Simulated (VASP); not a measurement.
# WS2 in VASP: single point with PBE+D3(BJ)

Aim: the single point of WS2 with PBE+D3(BJ).

Program: VASP 6.6.1. These are calculated values, not measurements. Logs are shortened: lines on timing, memory, paths and dates and some standing lists are left out, and cuts for length are marked.

## Step 1: The cell of the first run

The cell holds a slab with vacuum, 6 atoms: a = 3.160 Å, b = 3.160 Å, c = 23.804 Å, α = 90.00°, β = 90.00°, γ = 120.00°.

## Step 2: Single point, PBE+D3(BJ) (layers slid over each other)

File INCAR:

```
ALGO = Normal
DIPOL = 0.5 0.5 0.402
EDIFF = 1E-7
ENCUT = 520
GGA = PE
IDIPOL = 3
ISIF = 2
ISMEAR = 0
IVDW = 12
LASPH = T
LCHARG = F
LDIPOL = T
LREAL = F
LWAVE = F
NBANDS = 35
NELM = 80
PREC = Accurate
SIGMA = 0.05
```

File KPOINTS:

```
k-points
0
Gamma
  9 9 1
```

File POSCAR:

```
WS2
1.0
    3.1595456682      0.0000000000      0.0000000000
   -1.5797728341      2.7362468131      0.0000000000
    0.0000000000      0.0000000000     23.8042574330
S W
4 2
Direct
    0.3333333333      0.6666666667      0.1890418137
    0.3333333333      0.6666666667      0.3214605092
    0.5000000000      1.0000000000      0.4827761903
    0.5000000000      1.0000000000      0.6151948858
    0.6666666667      0.3333333333      0.2552511584
    0.8333333333      0.6666666667      0.5489855349
```

Potentials or basis: VASP PAW PBE potentials, release 64 (S, W_sv).

Command:

```bash
cat potpaw_PBE.64/S/POTCAR potpaw_PBE.64/W_sv/POTCAR > POTCAR
mpirun -np 1 vasp_std > vasp.out
```

OUTCAR:

```text
EDIFF = 1E-7
   ENCUT = 520
   GGA = PE
   ISIF = 2
   ISMEAR = 0
   IVDW = 12
   LASPH = T
   LREAL = F
   NELM = 80
   PREC = Accurate
 IVDW          = 12

 ion  position               nearest neighbor table
   1  0.333  0.667  0.189-   5 2.41   5 2.41   5 2.41
   2  0.333  0.667  0.321-   5 2.41   5 2.41   5 2.41
   3  0.500  0.000  0.483-   6 2.41   6 2.41   6 2.41
   4  0.500  0.000  0.615-   6 2.41   6 2.41   6 2.41
   5  0.667  0.333  0.255-   1 2.41   1 2.41   1 2.41   2 2.41   2 2.41   2 2.41
   6  0.833  0.667  0.549-   3 2.41   3 2.41   3 2.41   4 2.41   4 2.41   4 2.41

  LATTYP: Found a hexagonal cell.
 ALAT       =     3.1595456682
 C/A-ratio  =     7.5340760770

  Lattice vectors:

 A1 = (   3.1595456682,   0.0000000000,   0.0000000000)
 A2 = (  -1.5797728341,   2.7362468131,   0.0000000000)
 A3 = (   0.0000000000,   0.0000000000,  23.8042574330)

Analysis of symmetry for initial positions (statically):
=====================================================================
 Subroutine PRICEL returns:
 Original cell was already a primitive cell.

 Routine SETGRP: Setting up the symmetry group for a
 hexagonal supercell.

 Subroutine GETGRP returns: Found  2 space group operations
 (whereof  2 operations were pure point group operations)
 out of a pool of 24 trial point group operations.

The static configuration has the point symmetry C_1h.

Analysis of symmetry for dynamics (positions and initial velocities):
=====================================================================
 Subroutine PRICEL returns:
 Original cell was already a primitive cell.

 Routine SETGRP: Setting up the symmetry group for a
 hexagonal supercell.

 Subroutine GETGRP returns: Found  2 space group operations
 (whereof  2 operations were pure point group operations)
 out of a pool of 24 trial point group operations.

The dynamic configuration has the point symmetry C_1h.

 Subroutine INISYM returns: Found  2 space group operations
 (whereof  2 operations are pure point group operations),
 and found     1 'primitive' translations

----------------------------------------------------------------------------------------

                                     Primitive cell

  volume of cell :     205.7949

  direct lattice vectors                    reciprocal lattice vectors
     3.159545668  0.000000000  0.000000000     0.316501201  0.182732054  0.000000000
    -1.579772834  2.736246813  0.000000000     0.000000000  0.365464108  0.000000000
     0.000000000  0.000000000 23.804257433     0.000000000  0.000000000  0.042009292

  length of vectors
     3.159545668  3.159545668 23.804257433     0.365464108  0.365464108  0.042009292

  position of ions in fractional coordinates (direct lattice)
     0.333333333  0.666666667  0.189041814
     0.333333333  0.666666667  0.321460509
     0.500000000  0.000000000  0.482776190
     0.500000000  0.000000000  0.615194886
     0.666666667  0.333333333  0.255251158
     0.833333333  0.666666667  0.548985535

  ion indices of the primitive-cell ions
   primitive index   ion index
                 1           1
                 2           2
                 3           3
                 4           4
                 5           5
                 6           6

----------------------------------------------------------------------------------------

 KPOINTS: k-points

Automatic generation of k-mesh.
 Grid dimensions read from file:
 generate k-points for:    9    9    1

 Generating k-lattice:

  Cartesian coordinates                     Fractional coordinates (reciprocal lattice)
     0.035166800  0.020303562  0.000000000     0.111111111 -0.000000000  0.000000000
     0.000000000  0.040607123  0.000000000     0.000000000  0.111111111  0.000000000
     0.000000000  0.000000000  0.042009292     0.000000000  0.000000000  1.000000000

  Length of vectors
     0.040607123  0.040607123  0.042009292

  Shift w.r.t. Gamma in fractional coordinates (k-lattice)
     0.000000000  0.000000000  0.000000000

 Subroutine IBZKPT returns following result:
 ===========================================

 Found     25 irreducible k-points:

 Following reciprocal coordinates:
            Coordinates               Weight
  0.000000  0.000000  0.000000      1.000000
  0.111111  0.000000  0.000000      4.000000
  0.000000  0.111111  0.000000      2.000000
  0.222222 -0.000000  0.000000      4.000000
  0.000000  0.222222  0.000000      2.000000
  0.333333  0.000000  0.000000      4.000000
[... 16 lines left out ...]
 -0.222222 -0.444444  0.000000      4.000000
  0.444444  0.333333  0.000000      4.000000
   k-points           NKPTS =     25   k-points in BZ     NKDIM =     25   number of bands    NBANDS=     35
   number of dos      NEDOS =    301   number of ions     NIONS =      6
   total plane-waves  NPLWV = 103680
   dimension x,y,z NGX =    24 NGY =   24 NGZ =  180
   dimension x,y,z NGXF=    48 NGYF=   48 NGZF=  360
   ions per type =               4   2
   NGX,Y,Z   is equivalent  to a cutoff of  12.63, 12.63, 12.57 a.u.
   NGXF,Y,Z  is equivalent  to a cutoff of  25.26, 25.26, 25.14 a.u.
 SYSTEM =  unknown system
   PREC   = accura    normal or accurate (medium, high low for compatibility)
   ISTART =      0    job   : 0-new  1-cont  2-samecut
   ICHARG =      2    charge: 1-file 2-atom 10-const
   ISPIN  =      1    spin polarized calculation?
   LNONCOLLINEAR =      F non collinear calculations
   LSORBIT =      F    spin-orbit coupling
   LASPH  =      T    aspherical Exc in radial PAW
   ENCUT  =  520.0 eV  38.22 Ry    6.18 a.u.   5.87  5.87 44.26*2*pi/ulx,y,z
   NELM   =     80;   NELMIN=  2; NELMDL= -5     # of ELM steps
   EDIFF  = 0.1E-06   stopping-criterion for ELM
   LREAL  =      F    real-space projection
   EDIFFG = 0.1E-05   stopping-criterion for IOM
   NSW    =      0    number of steps for IOM
   IBRION =     -1    ionic relax: 0-MD 1-quasi-New 2-CG
   NFREE  =      0    steps in history (QN), initial steepest desc. (CG)
   ISIF   =      2    stress and relaxation
   ISYM   =      2    0-nonsym 1-usesym 2-fastsym
   POTIM  = 0.5000    time-step for ionic-motion
   TEBEG  =    0.0;   TEEND  =   0.0 temperature during run
   PSTRESS=    0.0 pullay stress
   NELECT =      52.0000    total number of electrons
   NUPDOWN=      -1.0000    fix difference up-down
   EMIN   =  10.00;   EMAX   =-10.00  energy-range for DOS
   EFERMI =   0.00;   METHOD = LEGACY
   ISMEAR =     0;   SIGMA  =   0.05  broadening in eV -4-tet -1-fermi 0-gaus
   EFERMI_NEDOS =   21; number of points for ismear=-14 and -15
   IALGO  =     38    algorithm
   IMIX   =      4    mixing-type and parameters
     AMIX     =   0.40;   BMIX     =  1.00
     AMIX_MAG =   1.60;   BMIX_MAG =  1.00
  volume/ion in A,a.u.               =      34.30       231.46
  Fermi-wavevector in a.u.,A,eV,Ry     =   1.034978  1.955825 14.574280  1.071179
  Thomas-Fermi vector in A             =   2.169299
   LORBIT       =      0    0 simple, 1 ext, 2 COOP (PROOUT), +10 PAW based schemes
   GGA     = PE    functional components
   LHFCALC =     F    Hartree Fock is set to
   AEXX    =    0.0000 exact exchange contribution
   IVDW    =    12    specifies the selected vdW correction
   LEPSILON=     F    determine dielectric tensor
   LRPA    =     F    only Hartree local field effects (RPA)
 non-spin polarized calculation
 Gauss-broadening in eV      SIGMA  =   0.05
  energy-cutoff  :      520.00
  volume of cell :      205.79
 maximum number of plane-waves:      5566
   NGX = 11   NGY = 11   NGZ = 89

 dipolmoment           0.000000      0.000000     -0.000027 electrons x Angstroem

 number of electron      51.9999994 magnetization

 dipolmoment           0.000000      0.000000      0.000135 electrons x Angstroem

 Free energy of the ion-electron system (eV)
  ---------------------------------------------------
  ext. energy  EPLUGINS =         0.00000000
  ---------------------------------------------------
  free energy    TOTEN  =       -47.33022800 eV

  energy without entropy =      -47.33022800  energy(sigma->0) =      -47.33022800

 E-fermi :   1.3355     XC(G=0):  -6.2087

 val. band max:        0.8752997322   @ k =   0.0000   0.0000   0.0000
 cond. band min:       2.7351300956   @ k =   0.3333   0.3333   0.0000
 fundamental gap:      1.8598303634
 Fermi energy:         1.3354689705

 k-point     1 :       0.0000    0.0000    0.0000
  band No.  band energies     occupation
      1     -73.1954      2.00000
      2     -73.1928      2.00000
      3     -37.4471      2.00000
      4     -37.4445      2.00000
      5     -37.2728      2.00000
      6     -37.2727      2.00000
[... 27 lines left out ...]
     34       3.8855      0.00000
     35       5.8463      0.00000

 k-point     2 :       0.1111    0.0000    0.0000
  band No.  band energies     occupation
      1     -73.1932      2.00000
      2     -73.1906      2.00000
      3     -37.4394      2.00000
      4     -37.4368      2.00000
      5     -37.3155      2.00000
      6     -37.3129      2.00000
[... 27 lines left out ...]
     34       4.1130      0.00000
     35       6.2118      0.00000

 k-point     3 :       0.0000    0.1111    0.0000
  band No.  band energies     occupation
      1     -73.1932      2.00000
      2     -73.1906      2.00000
      3     -37.4394      2.00000
      4     -37.4368      2.00000
      5     -37.3155      2.00000
      6     -37.3129      2.00000
[... 27 lines left out ...]
     34       4.1176      0.00000
     35       6.2120      0.00000
[... 723 lines left out ...]
 k-point    23 :      -0.2222   -0.4444    0.0000
  band No.  band energies     occupation
      1     -73.1756      2.00000
      2     -73.1730      2.00000
      3     -37.5758      2.00000
      4     -37.5731      2.00000
      5     -37.4410      2.00000
      6     -37.4385      2.00000
[... 27 lines left out ...]
     34       6.0875      0.00000
     35       7.0066      0.00000

 k-point    24 :       0.4444    0.3333    0.0000
  band No.  band energies     occupation
      1     -73.1756      2.00000
      2     -73.1730      2.00000
      3     -37.5757      2.00000
      4     -37.5732      2.00000
      5     -37.4411      2.00000
      6     -37.4385      2.00000
[... 27 lines left out ...]
     34       6.1148      0.00000
     35       6.9313      0.00000

 [... further k-points ...]

------------------------ aborting loop because EDIFF is reached ----------------------------------------

 vacuum level on the upper side and lower side of the slab       (xc-potential included)        -0.148        -0.151

 Edisp (eV)   -2.05330

 E8    (eV) :    -0.8929

  FORCE on cell =-STRESS in cart. coord.  units (eV):
  Direction    XX          YY          ZZ          XY          YZ          ZX
  --------------------------------------------------------------------------------------
  -------------------------------------------------------------------------------------
  Total      -0.20193    -0.18843    -0.60607     0.00000     0.05017     0.00000
  in kB      -1.57207    -1.46696    -4.71843     0.00000     0.39058     0.00000
  external pressure =       -2.59 kB  Pullay stress =        0.00 kB

 VOLUME and BASIS-vectors are now :
 -----------------------------------------------------------------------------
  energy-cutoff  :      520.00
  volume of cell :      205.79
      direct lattice vectors                 reciprocal lattice vectors
     3.159545668  0.000000000  0.000000000     0.316501201  0.182732054  0.000000000
    -1.579772834  2.736246813  0.000000000     0.000000000  0.365464108  0.000000000
     0.000000000  0.000000000 23.804257433     0.000000000  0.000000000  0.042009292

 POSITION                                       TOTAL-FORCE (eV/Angst)
 -----------------------------------------------------------------------------------
     -0.00000      1.82416      4.50000         0.000000      0.000309      0.003237
     -0.00000      1.82416      7.65213        -0.000000     -0.009537      0.060605
      1.57977      0.00000     11.49213         0.000000      0.008895     -0.060149
      1.57977      0.00000     14.64426         0.000000      0.000083     -0.003164
      1.57977      0.91208      6.07606         0.000000     -0.002084      0.036960
      1.57977      1.82416     13.06819         0.000000      0.002333     -0.037490
 -----------------------------------------------------------------------------------
    total drift:                                0.000000     -0.000012      0.000068

  FREE ENERGIE OF THE ION-ELECTRON SYSTEM (eV)
  ---------------------------------------------------
  free  energy   TOTEN  =       -49.3835263464 eV

  energy  without entropy=      -49.3835263464  energy(sigma->0) =      -49.38352635

 vacuum level on the upper side and lower side of the slab         6.333         6.331
```

It took 3.5 min on 1 thread of Intel Xeon 6975P-C (Granite Rapids), shared host; peak memory 0.37 GiB.

What came out:

```
Free energy                : -49.3835 eV
Largest force              : 0.061 eV/Å
Band gap on the k mesh     : 1.86 eV (least direct gap 1.91 eV)
Dispersion energy per atom : -0.342 eV
```

Forces on the atoms (eV/Å):
```
S    0.000  0.000  0.003
S    0.000 -0.010  0.061
S    0.000  0.009 -0.060
S    0.000  0.000 -0.003
W    0.000 -0.002  0.037
W    0.000  0.002 -0.037
```

Levels at points of the mesh, in eV from the valence-band top:
| k point | band 24 | band 25 | band 26 | band 27 | band 28 | band 29 |
| --- | --- | --- | --- | --- | --- | --- |
| (0.00, 0.00, 0.00) | -1.63 | -0.34 | 0.00 | 2.87 | 2.87 | 2.87 |

Caveat: the cell differs from its parent crystal (layers slid over each other); spin-orbit coupling is left out, which moves the levels of the heavy elements.
